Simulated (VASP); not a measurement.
A run of VASP 6.6.1:

The input POSCAR:

```
Sn
1.0
    0.0000000000      3.3488773056      3.3488773056
    3.3488773056      0.0000000000      3.3488773056
    3.3488773056      3.3488773056      0.0000000000
Sn
2
Direct
    0.0000000000      0.0000000000      0.0000000000
    0.2500000000      0.2500000000      0.2500000000
```

The input INCAR.step1:

```
SYSTEM = Sn
ALGO = Normal
EDIFF = 1E-4
ENCUT = 520
GGA = PE
ISMEAR = -1
LASPH = .TRUE.
LCHARG = .FALSE.
LREAL = .FALSE.
LWAVE = .TRUE.
NBANDS = 21
NELM = 60
PREC = Accurate
SIGMA = 0.02
```

INCAR.step2

```
SYSTEM = Sn
ALGO = Normal
EDIFF = 1E-7
ENCUT = 520
ISIF = 2
ISMEAR = -1
ISTART = 1
LASPH = .TRUE.
LCHARG = .FALSE.
LMIXTAU = .TRUE.
LREAL = .FALSE.
LWAVE = .FALSE.
METAGGA = R2SCAN
NBANDS = 21
NELM = 60
PREC = Accurate
SIGMA = 0.02
```

Contents of KPOINTS:

```
k-points
0
G
  6 6 6
  0 0 0
```

Potentials or basis: VASP PAW PBE potentials, release 64 (Sn_d).

The run is started by

```sh
$ cat potpaw_PBE.64/Sn_d/POTCAR > POTCAR
$ cp INCAR.step1 INCAR
$ mpirun -np 1 vasp_std > vasp.out
$ cp INCAR.step2 INCAR
$ mpirun -np 1 vasp_std > vasp.out
```

Hardware: 1 thread of Intel(R) Xeon(R) Platinum 8259CL CPU @ 2.50GHz (Skylake/Cascade Lake) (shared host).

Problem. Estimate the wall time of this run.

Solution. It took 81 s on 1 thread of Intel(R) Xeon(R) Platinum 8259CL CPU @ 2.50GHz (Skylake/Cascade Lake) (shared host), peak memory 0.21 GiB. Counts: k points 16.
